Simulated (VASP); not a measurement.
The system is Fe.

```
CELL_PARAMETERS angstrom
0.00000 1.77750 1.77750
1.77750 0.00000 1.77750
1.77750 1.77750 0.00000
ATOMIC_POSITIONS crystal
Fe 0.00000 0.00000 0.00000
```

Base run:

| Quantity | Value |
| --- | --- |
| Program | VASP 6.6.1 |
| Functional | PBE |
| Potentials or basis | VASP PAW PBE potentials, release 64 (Fe) |
| Cutoff | 520 eV |
| k mesh | 12 × 12 × 12 |
| Occupations | fermi-dirac, width 0.1 eV |
| Spin | collinear spin, ferromagnetic start |
| Starting moments | [0.4] μB |

Its results: pressure -20.8 GPa; net moment 0.00 μB per cell.

Problem. The run is repeated on the same cell with these changes: moments at the start from [0.4] to [4.0]. What comes out?

Solution. Pressure -8.3 GPa; net moment 1.46 μB per cell; site moments Fe +1.46 μB.
